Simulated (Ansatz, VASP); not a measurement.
CaZn in VASP and in Ansatz

File INCAR:

```
SYSTEM = CaZn
ALGO     = Normal         ! electronic algorithm
EDIFF    = 1E-6           ! SCF threshold, eV
ENCUT    = 500            ! plane-wave cutoff, eV
GGA_COMPAT= .FALSE.      
ISIF     = 2              ! what is computed and relaxed
ISMEAR   = 0              ! smearing method
LASPH    = .TRUE.         ! aspherical terms in the spheres
LCHARG   = .FALSE.        ! write CHGCAR
LREAL    = .FALSE.        ! projectors in reciprocal space
LWAVE    = .FALSE.        ! write WAVECAR
NBANDS   = 18             ! bands
NELM     = 120            ! most SCF steps
PREC     = Accurate       ! precision mode
SIGMA    = 0.1            ! smearing width, eV
```

Contents of KPOINTS:

```
k-points
0
G
  6 6 4
  0 0 0
```

POSCAR

```
CaZn
1.0
    3.9181702110      0.0000000000      0.0000000000
   -1.9590851055      3.3932349391      0.0000000000
    0.0000000000      0.0000000000      4.3306280000
Ca Zn
1 1
Direct
    0.0000000000      0.0000000000      0.0000000000
    0.6666666700      0.3333333300      0.5000000000
```

Input for Ansatz:

```yaml
crystal:
  lattice:
    - [3.918170211, 0.0, 0.0]
    - [-1.9590851055, 3.3932349391, 0.0]
    - [0.0, 0.0, 4.330628]
  atoms:
    - { symbol: Ca, position: [0.0, 0.0, 0.0] }
    - { symbol: Zn, position: [0.66666667, 0.33333333, 0.5] }
basis:
  ecutwfc: 420
kpoints:
  mp_grid: { grid: [6, 6, 4] }
hamiltonian:
  xc: lda
scf:
  occupations: { method: gaussian, width: 0.1 }
output:
  forces: true
  stress: true
  eigenvalues: true
```

Alike in both runs: task single point; functional LDA; k mesh 6 × 6 × 4; occupations gaussian, width 0.1 eV; no spin polarisation.

```csv
,VASP,Ansatz
version,VASP 6.6.1,Ansatz 0.2.0
potentials or method,"VASP PAW LDA potentials, release 64 (Ca_sv, Zn), cutoff 500 eV","scalar-relativistic, plane waves, PAW"
valence electrons in the cell,22,22
```

Ansatz gave:

```
gap on the k mesh at the Fermi level (eV) : none
pressure (GPa)                            : -3.3
```

Task: Which values does VASP return?

Result: gap on the k mesh at the Fermi level (eV): none; pressure (GPa): -3.2.

LDA's correlation is that of Perdew and Zunger in VASP and of Perdew and Wang (1992) in Ansatz. A gap of «none» marks a metal or a gap that the smearing closes.

The k mesh is coarse, so the values compare programs but aren't converged.
